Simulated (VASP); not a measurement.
Here is a VASP 6.6.1 calculation.

Contents of INCAR:

```
SYSTEM = Cr
ALGO = Normal ; EDIFF = 1E-6
ENCUT = 500 ; GGA = PE
GGA_COMPAT = .False. ; ISIF = 2
ISMEAR = -1 ; ISPIN = 2
LASPH = .True. ; LCHARG = .True.
LELF = .True. ; LMAXMIX = 4
LORBIT = 11 ; LREAL = .False.
LVHAR = .True. ; LWAVE = .False.
MAGMOM = 0 ; NBANDS = 16
NELM = 200 ; PREC = Accurate
SIGMA = 0.1
```

Contents of KPOINTS:

```
k-points
0
Gamma
  8 8 8
  0 0 0
```

File POSCAR:

```
Cr
1.0
   -1.4530650000      1.4530650000      1.4530650000
    1.4530650000     -1.4530650000      1.4530650000
    1.4530650000      1.4530650000     -1.4530650000
Cr
1
Direct
    0.0000000000      0.0000000000      0.0000000000
```

Potentials or basis: VASP PAW PBE potentials, release 64 (Cr_pv).

Run with:

```bash
$ cat potpaw_PBE.64/Cr_pv/POTCAR > POTCAR
$ mpirun -np 1 vasp_std > vasp.out
```

(1) Estimate the pressure.

(2) Predict the net moment.

(3) Estimate the band gap on the k mesh.

Answers

(1) -13.8 GPa.

(2) 0.00 μB per cell.

(3) zero (filled and empty bands overlap).

Caveat: the k points lie up to 0.38 Å⁻¹ apart.
